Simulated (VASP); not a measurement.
Set up this calculation in VASP 6.6.1, as the native input.

* Task: single point
* Functional: PBE
* Potentials or basis: VASP PAW PBE potentials, release 64 (Ta_pv, N)
* Cutoff: 520 eV
* k mesh: 3 × 3 × 3
* Occupations: methfessel-paxton, width 0.1 eV
* Spin: no spin polarisation
* Dipole correction: no
* Further INCAR settings: ALGO = Normal; EDIFF = 1e-06; NBANDS = 15

The structure of TaN lies in POSCAR:

```
TaN
1.0
    0.0000000000      2.1790000000      2.1790000000
    2.1790000000      0.0000000000      2.1790000000
    2.1790000000      2.1790000000      0.0000000000
Ta N
1 1
Direct
    0.5000000000      0.5000000000      0.5000000000
    0.0000000000      0.0000000000      0.0000000000
```

One way to write it, as run:

INCAR

```
PREC     = Accurate       # precision mode
ENCUT    = 520            # plane-wave cutoff, eV
EDIFF    = 1E-6           # SCF threshold, eV
ISMEAR   = 1              # smearing method
SIGMA    = 0.1            # smearing width, eV
LREAL    = False          # projectors in reciprocal space
LASPH    = True           # aspherical terms in the spheres
NELM     = 60             # most SCF steps
ALGO     = Normal         # electronic algorithm
ISIF     = 2              # what is computed and relaxed
LWAVE    = False          # write WAVECAR
LCHARG   = False          # write CHGCAR
GGA      = PE             # functional
NBANDS   = 15             # bands
```

KPOINTS

```
regular mesh
0
Gamma
  3 3 3
```

Potentials or basis: VASP PAW PBE potentials, release 64 (Ta_pv, N).

Launch:

```sh
$ cat potpaw_PBE.64/Ta_pv/POTCAR potpaw_PBE.64/N/POTCAR > POTCAR
$ mpirun -np 1 vasp_std > vasp.out
```

It gave:

* Pressure: 22.1 GPa
* Band gap on the k mesh: zero (band 8 reaches 9.93 eV, above the bottom of band 9 at 7.65 eV)

Caveat: the k points lie up to 0.83 Å⁻¹ apart; spin-orbit coupling is left out, which moves the levels of the heavy elements.

Wall time 2.8 s on 1 thread of Intel(R) Xeon(R) Platinum 8375C CPU @ 2.90GHz (Ice Lake), on a shared host, peak memory 0.13 GiB.
